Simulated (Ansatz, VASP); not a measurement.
**K in VASP and in Ansatz**

File INCAR:

```
ALGO = Fast
EDIFF = 1E-6
ENCUT = 520
GGA = PE
ISIF = 2
ISMEAR = 0
IVDW = 12
LASPH = T
LCHARG = T
LELF = T
LREAL = F
LVHAR = T
LWAVE = F
NBANDS = 16
NELM = 100
PREC = Accurate
SIGMA = 0.19
```

The input KPOINTS:

```
k-points
0
Gamma
  4 4 2
```

File POSCAR:

```
K
1.0
    2.7273215222     -4.5280170523      0.0000000000
    2.7273215222      4.5280170523      0.0000000000
    0.0000000000      0.0000000000      8.7389720516
K
2
Direct
    0.8206130200      0.1793869800      0.2500000000
    0.1793869800      0.8206130200      0.7500000000
```

Input for Ansatz:

```yaml
crystal:
  lattice:
    - [2.7273215222, -4.5280170523, 0.0]
    - [2.7273215222, 4.5280170523, 0.0]
    - [0.0, 0.0, 8.7389720516]
  atoms:
    - { symbol: K, position: [0.82061302, 0.17938698, 0.25] }
    - { symbol: K, position: [0.17938698, 0.82061302, 0.75] }
basis:
  ecutwfc: 420
kpoints:
  mp_grid: { grid: [4, 4, 2] }
hamiltonian:
  xc: pbe
  dispersion: d3bj
scf:
  occupations: { method: gaussian, width: 0.19 }
output:
  forces: true
  stress: true
  eigenvalues: true
```

Alike in both runs: task single point; functional PBE; dispersion D3(BJ); k mesh 4 × 4 × 2; occupations gaussian, width 0.19 eV; no spin polarisation.

|  | VASP | Ansatz |
| --- | --- | --- |
| version | VASP 6.6.1 | Ansatz 0.2.0 |
| potentials or method | VASP PAW PBE potentials, release 64 (K_sv), cutoff 520 eV | scalar-relativistic, plane waves, PAW |
| valence electrons in the cell | 18 | 18 |

```tsv
	VASP	Ansatz	Ansatz less VASP
gap on the k mesh at the Fermi level (eV)	none	none	-
pressure (GPa)	-0.8	-0.8	+0.01
traceless stress, the component that is largest in VASP (GPa)	-0.21	-0.21	0.000
```

A gap of «none» marks a metal or a gap that the smearing closes.
